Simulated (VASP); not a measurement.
# SiC (F-43m) in VASP: notebook

Runs on SiC. Level: PBE. Tasks: single point.

Program: VASP 6.6.1. These are calculated values, not measurements. Logs are shortened: lines on timing, memory, paths and dates and some standing lists are left out, and cuts for length are marked.

### Step 1. The cell of the first run

It takes space group F-43m (No. 216, cubic). The conventional cell has a = 4.380 Å, b = 4.380 Å, c = 4.380 Å, α = 90.00°, β = 90.00°, γ = 90.00°. Within 2.5 Å of Si (site symmetry -43m) lie 4 C at 1.90 Å. Within 2.5 Å of C (site symmetry -43m) lie 4 Si at 1.90 Å.

### Step 2. Single point, PBE

INCAR reads:

```
  PREC = Accurate
  ENCUT = 520
  EDIFF = 1E-6
  ISMEAR = 0
  SIGMA = 0.02
  LREAL = False
  LASPH = True
  NELM = 100
  ALGO = Normal
  ISIF = 2
  LWAVE = False
  LCHARG = False
  GGA = PE
  NBANDS = 11
```

KPOINTS reads:

```
Automatic mesh
0
Gamma
  10 10 10
```

POSCAR reads:

```
SiC
1.0
    0.0000000000      2.1898629705      2.1898629705
    2.1898629705      0.0000000000      2.1898629705
    2.1898629705      2.1898629705      0.0000000000
Si C
1 1
Direct
    0.7500000000      0.7500000000      0.7500000000
    0.0000000000      0.0000000000      0.0000000000
```

Potentials or basis: VASP PAW PBE potentials, release 64 (Si, C).

Launch:

```console
cat potpaw_PBE.64/Si/POTCAR potpaw_PBE.64/C/POTCAR > POTCAR
mpirun -np 1 vasp_std > vasp.out
```

OUTCAR:

```text
PREC = Accurate
   ENCUT = 520
   EDIFF = 1E-6
   ISMEAR = 0
   LREAL = False
   LASPH = True
   NELM = 100
   ISIF = 2
   GGA = PE

 ion  position               nearest neighbor table
   1  0.750  0.750  0.750-   2 1.90   2 1.90   2 1.90   2 1.90
   2  0.000  0.000  0.000-   1 1.90   1 1.90   1 1.90   1 1.90

  LATTYP: Found a face centered cubic cell.
 ALAT       =     4.3797259410

  Lattice vectors:

 A1 = (   0.0000000000,   2.1898629705,   2.1898629705)
 A2 = (   2.1898629705,   0.0000000000,   2.1898629705)
 A3 = (   2.1898629705,   2.1898629705,   0.0000000000)

Analysis of symmetry for initial positions (statically):
=====================================================================
 Subroutine PRICEL returns:
 Original cell was already a primitive cell.

 Routine SETGRP: Setting up the symmetry group for a
 face centered cubic supercell.

 Subroutine GETGRP returns: Found 24 space group operations
 (whereof 24 operations were pure point group operations)
 out of a pool of 48 trial point group operations.

The static configuration has the point symmetry T_d .

Analysis of symmetry for dynamics (positions and initial velocities):
=====================================================================
 Subroutine PRICEL returns:
 Original cell was already a primitive cell.

 Routine SETGRP: Setting up the symmetry group for a
 face centered cubic supercell.

 Subroutine GETGRP returns: Found 24 space group operations
 (whereof 24 operations were pure point group operations)
 out of a pool of 48 trial point group operations.

The dynamic configuration has the point symmetry T_d .

 Subroutine INISYM returns: Found 24 space group operations
 (whereof 24 operations are pure point group operations),
 and found     1 'primitive' translations

----------------------------------------------------------------------------------------

                                     Primitive cell

  volume of cell :      21.0030

  direct lattice vectors                    reciprocal lattice vectors
     0.000000000  2.189862971  2.189862971    -0.228324789  0.228324789  0.228324789
     2.189862971  0.000000000  2.189862971     0.228324789 -0.228324789  0.228324789
     2.189862971  2.189862971  0.000000000     0.228324789  0.228324789 -0.228324789

  length of vectors
     3.096933913  3.096933913  3.096933913     0.395470135  0.395470135  0.395470135

  position of ions in fractional coordinates (direct lattice)
     0.750000000  0.750000000  0.750000000
     0.000000000  0.000000000  0.000000000

  ion indices of the primitive-cell ions
   primitive index   ion index
                 1           1
                 2           2

----------------------------------------------------------------------------------------

 KPOINTS: Automatic mesh

Automatic generation of k-mesh.
 Grid dimensions read from file:
 generate k-points for:   10   10   10

 Generating k-lattice:

  Cartesian coordinates                     Fractional coordinates (reciprocal lattice)
    -0.022832479  0.022832479  0.022832479     0.100000000  0.000000000  0.000000000
     0.022832479 -0.022832479  0.022832479     0.000000000  0.100000000  0.000000000
     0.022832479  0.022832479 -0.022832479     0.000000000  0.000000000  0.100000000

  Length of vectors
     0.039547013  0.039547013  0.039547013

  Shift w.r.t. Gamma in fractional coordinates (k-lattice)
     0.000000000  0.000000000  0.000000000

 Subroutine IBZKPT returns following result:
 ===========================================

 Found     47 irreducible k-points:

 Following reciprocal coordinates:
            Coordinates               Weight
  0.000000  0.000000  0.000000      1.000000
  0.100000  0.000000  0.000000      8.000000
  0.200000  0.000000  0.000000      8.000000
  0.300000  0.000000  0.000000      8.000000
  0.400000  0.000000  0.000000      8.000000
  0.500000  0.000000  0.000000      4.000000
[... 16 lines left out ...]
  0.300000  0.300000  0.000000      6.000000
  0.400000  0.300000  0.000000     24.000000
 [... further k-points ...]
   k-points           NKPTS =     47   k-points in BZ     NKDIM =     47   number of bands    NBANDS=     11
   number of dos      NEDOS =    301   number of ions     NIONS =      2
   total plane-waves  NPLWV =  13824
   dimension x,y,z NGX =    24 NGY =   24 NGZ =   24
   dimension x,y,z NGXF=    48 NGYF=   48 NGZF=   48
   ions per type =               1   1
   NGX,Y,Z   is equivalent  to a cutoff of  12.88, 12.88, 12.88 a.u.
   NGXF,Y,Z  is equivalent  to a cutoff of  25.77, 25.77, 25.77 a.u.
 SYSTEM =  unknown system
   PREC   = accura    normal or accurate (medium, high low for compatibility)
   ISTART =      0    job   : 0-new  1-cont  2-samecut
   ICHARG =      2    charge: 1-file 2-atom 10-const
   ISPIN  =      1    spin polarized calculation?
   LNONCOLLINEAR =      F non collinear calculations
   LSORBIT =      F    spin-orbit coupling
   LASPH  =      T    aspherical Exc in radial PAW
   ENCUT  =  520.0 eV  38.22 Ry    6.18 a.u.   5.76  5.76  5.76*2*pi/ulx,y,z
   NELM   =    100;   NELMIN=  2; NELMDL= -5     # of ELM steps
   EDIFF  = 0.1E-05   stopping-criterion for ELM
   LREAL  =      F    real-space projection
   EDIFFG = 0.1E-04   stopping-criterion for IOM
   NSW    =      0    number of steps for IOM
   IBRION =     -1    ionic relax: 0-MD 1-quasi-New 2-CG
   NFREE  =      0    steps in history (QN), initial steepest desc. (CG)
   ISIF   =      2    stress and relaxation
   ISYM   =      2    0-nonsym 1-usesym 2-fastsym
   POTIM  = 0.5000    time-step for ionic-motion
   TEBEG  =    0.0;   TEEND  =   0.0 temperature during run
   PSTRESS=    0.0 pullay stress
   NELECT =       8.0000    total number of electrons
   NUPDOWN=      -1.0000    fix difference up-down
   EMIN   =  10.00;   EMAX   =-10.00  energy-range for DOS
   EFERMI =   0.00;   METHOD = LEGACY
   ISMEAR =     0;   SIGMA  =   0.02  broadening in eV -4-tet -1-fermi 0-gaus
   EFERMI_NEDOS =   21; number of points for ismear=-14 and -15
   IALGO  =     38    algorithm
   IMIX   =      4    mixing-type and parameters
     AMIX     =   0.40;   BMIX     =  1.00
     AMIX_MAG =   1.60;   BMIX_MAG =  1.00
  volume/ion in A,a.u.               =      10.50        70.87
  Fermi-wavevector in a.u.,A,eV,Ry     =   1.186710  2.242556 19.160817  1.408280
  Thomas-Fermi vector in A             =   2.322877
   LORBIT       =      0    0 simple, 1 ext, 2 COOP (PROOUT), +10 PAW based schemes
   GGA     = PE    functional components
   LHFCALC =     F    Hartree Fock is set to
   AEXX    =    0.0000 exact exchange contribution
   IVDW    =     0    specifies the selected vdW correction
   LEPSILON=     F    determine dielectric tensor
   LRPA    =     F    only Hartree local field effects (RPA)
 non-spin polarized calculation
 Gauss-broadening in eV      SIGMA  =   0.02
  energy-cutoff  :      520.00
  volume of cell :       21.00
 maximum number of plane-waves:       588
   NGX = 11   NGY = 11   NGZ = 11

 number of electron       8.0000001 magnetization

 Free energy of the ion-electron system (eV)
  ---------------------------------------------------
  ext. energy  EPLUGINS =         0.00000000
  ---------------------------------------------------
  free energy    TOTEN  =       -15.06083293 eV

  energy without entropy =      -15.06083293  energy(sigma->0) =      -15.06083293

 E-fermi :   8.0366     XC(G=0): -11.2912

 val. band max:        7.9404609978   @ k =   0.0000   0.0000   0.0000
 cond. band min:       9.3109527930   @ k =   0.5000   0.5000   0.0000
 fundamental gap:      1.3704917952
 Fermi energy:         8.0365984306

 k-point     1 :       0.0000    0.0000    0.0000
  band No.  band energies     occupation
      1      -7.3462      2.00000
      2       7.9405      2.00000
      3       7.9405      2.00000
      4       7.9405      2.00000
      5      13.9996      0.00000
      6      15.1449      0.00000
      7      15.1449      0.00000
      8      15.1449      0.00000
      9      22.3601      0.00000
     10      22.3601      0.00000
     11      24.1904      0.00000

 k-point     2 :       0.1000    0.0000    0.0000
  band No.  band energies     occupation
      1      -7.1532      2.00000
      2       6.9338      2.00000
      3       7.8072      2.00000
      4       7.8072      2.00000
      5      14.2823      0.00000
      6      15.3860      0.00000
      7      15.3860      0.00000
      8      15.4000      0.00000
      9      21.4262      0.00000
     10      21.4262      0.00000
     11      24.0913      0.00000

 k-point     3 :       0.2000    0.0000    0.0000
  band No.  band energies     occupation
      1      -6.5828      2.00000
      2       4.8285      2.00000
      3       7.5014      2.00000
      4       7.5014      2.00000
      5      14.0122      0.00000
      6      15.7484      0.00000
      7      15.7484      0.00000
      8      16.5852      0.00000
      9      20.7662      0.00000
     10      20.7662      0.00000
     11      23.2150      0.00000

 k-point     4 :       0.3000    0.0000    0.0000
  band No.  band energies     occupation
      1      -5.6710      2.00000
      2       2.5384      2.00000
      3       7.1865      2.00000
      4       7.1865      2.00000
      5      13.6038      0.00000
      6      15.6305      0.00000
      7      15.6305      0.00000
      8      17.5770      0.00000
      9      21.5624      0.00000
     10      21.5624      0.00000
     11      22.9280      0.00000

 k-point     5 :       0.4000    0.0000    0.0000
  band No.  band energies     occupation
      1      -4.5463      2.00000
      2       0.5103      2.00000
      3       6.9685      2.00000
      4       6.9685      2.00000
      5      13.3316      0.00000
      6      15.2696      0.00000
      7      15.2696      0.00000
      8      17.8949      0.00000
      9      23.4560      0.00000
     10      23.4560      0.00000
     11      23.4956      0.00000
[... 211 lines left out ...]
 k-point    21 :      -0.3000    0.2000    0.0000
  band No.  band energies     occupation
      1      -4.3215      2.00000
      2       1.5713      2.00000
      3       4.1631      2.00000
      4       6.7758      2.00000
      5      13.4778      0.00000
      6      16.0726      0.00000
      7      16.6071      0.00000
      8      18.0878      0.00000
      9      20.5861      0.00000
     10      23.2367      0.00000
     11      26.8263      0.00000

 k-point    22 :      -0.2000    0.2000    0.0000
  band No.  band energies     occupation
      1      -5.3648      2.00000
      2       3.1632      2.00000
      3       4.7524      2.00000
      4       7.2933      2.00000
      5      14.4259      0.00000
      6      15.8206      0.00000
      7      16.2214      0.00000
      8      16.9768      0.00000
      9      19.4074      0.00000
     10      23.2149      0.00000
     11      26.9256      0.00000

 k-point    23 :       0.3000    0.3000    0.0000
  band No.  band energies     occupation
      1      -5.1016      2.00000
      2       3.5865      2.00000
      3       5.5994      2.00000
      4       5.5994      2.00000
      5      11.0844      0.00000
      6      13.4960      0.00000
      7      19.3288      0.00000
      8      19.3288      0.00000
      9      20.1805      0.00000
     10      24.9165      0.00000
     11      29.4524      0.00000

 k-point    24 :       0.4000    0.3000    0.0000
  band No.  band energies     occupation
      1      -4.2446      2.00000
      2       2.3770      2.00000
      3       4.8191      2.00000
      4       5.3393      2.00000
      5      10.7988      0.00000
      6      13.5029      0.00000
      7      19.4030      0.00000
      8      19.7316      0.00000
      9      21.5348      0.00000
     10      25.8803      0.00000
     11      28.9680      0.00000

 [... further k-points ...]
[... 5 lines left out ...]
  --------------------------------------------------------------------------------------
  -------------------------------------------------------------------------------------
  Total       -0.0061875     -0.0061875     -0.0061875      0.0000000     -0.0000000      0.0000000
  in kB       -0.4720003     -0.4720003     -0.4720003      0.0000000     -0.0000000      0.0000000
  external PRESSURE =      -0.4720003 kB  Pullay stress =       0.0000000 kB

 VOLUME and BASIS-vectors are now :
 -----------------------------------------------------------------------------
  energy-cutoff  :      520.00
  volume of cell :       21.00
      direct lattice vectors                 reciprocal lattice vectors
     0.000000000  2.189862971  2.189862971    -0.228324789  0.228324789  0.228324789
     2.189862971  0.000000000  2.189862971     0.228324789 -0.228324789  0.228324789
     2.189862971  2.189862971  0.000000000     0.228324789  0.228324789 -0.228324789

 POSITION                                       TOTAL-FORCE (eV/Angst)
 -----------------------------------------------------------------------------------
      3.28479      3.28479      3.28479        -0.000000     -0.000000     -0.000000
      0.00000      0.00000      0.00000         0.000000      0.000000      0.000000
 -----------------------------------------------------------------------------------
    total drift:                                0.000000      0.000000      0.000000

  FREE ENERGIE OF THE ION-ELECTRON SYSTEM (eV)
  ---------------------------------------------------
  free  energy   TOTEN  =       -15.0608329324 eV

  energy  without entropy=      -15.0608329324  energy(sigma->0) =      -15.06083293
```

It took 10 s on 1 thread of Intel Xeon 8259CL, shared host; peak memory 0.14 GiB.

What came out:

* Free energy: -15.0608 eV
* Pressure: 0.0 GPa
* Band gap on the k mesh: 1.37 eV (least direct gap 4.53 eV)

Levels at points of the mesh, in eV from the valence-band top:
```
           k point  band 1  band 2  band 3  band 4  band 5  band 6  band 7  band 8  band 9
(0.00, 0.00, 0.00)  -15.29    0.00    0.00    0.00    6.06    7.20    7.20    7.20   14.42
(0.50, 0.00, 0.00)  -11.78   -8.45   -1.05   -1.05    5.30    7.17    7.17    9.97   16.02
(0.50, 0.50, 0.00)  -10.34   -7.75   -3.16   -3.16    1.37    4.27   13.86   13.86   14.59
```

A k mesh can miss the band edges.

### Step 3. Single point, PBE

INCAR reads:

```
SYSTEM = SiC
  PREC = Accurate
  ENCUT = 520
  EDIFF = 1E-6
  ISMEAR = 0
  SIGMA = 0.02
  LREAL = .False.
  LASPH = .True.
  NELM = 80
  ALGO = Normal
  ISIF = 2
  LWAVE = .False.
  LCHARG = .False.
  GGA = PE
  NBANDS = 11
```

KPOINTS reads:

```
Automatic mesh
0
Gamma
  10 10 10
  0 0 0
```

POSCAR is that of step 2.

Potentials or basis: VASP PAW PBE potentials, release 64 (Si, C).

Launch:

```console
cat potpaw_PBE.64/Si/POTCAR potpaw_PBE.64/C/POTCAR > POTCAR
mpirun -np 1 vasp_std > vasp.out
```

It took 9.9 s on 1 thread of Intel Xeon 8259CL, shared host; peak memory 0.13 GiB.

It converged, with:

| Item | Value |
| --- | --- |
| Free energy | -15.0608 eV |
| Pressure | 0.0 GPa |
| Band gap on the k mesh | 1.37 eV (least direct gap 4.53 eV) |

Levels at points of the mesh, in eV from the valence-band top:
| k point | band 1 | band 2 | band 3 | band 4 | band 5 | band 6 | band 7 | band 8 |
| --- | --- | --- | --- | --- | --- | --- | --- | --- |
| (0.00, 0.00, 0.00) | -15.29 | 0.00 | 0.00 | 0.00 | 6.06 | 7.20 | 7.20 | 7.20 |
| (0.50, 0.00, 0.00) | -11.78 | -8.45 | -1.05 | -1.05 | 5.30 | 7.17 | 7.17 | 9.97 |
| (0.50, 0.50, 0.00) | -10.34 | -7.75 | -3.16 | -3.16 | 1.37 | 4.27 | 13.86 | 13.86 |
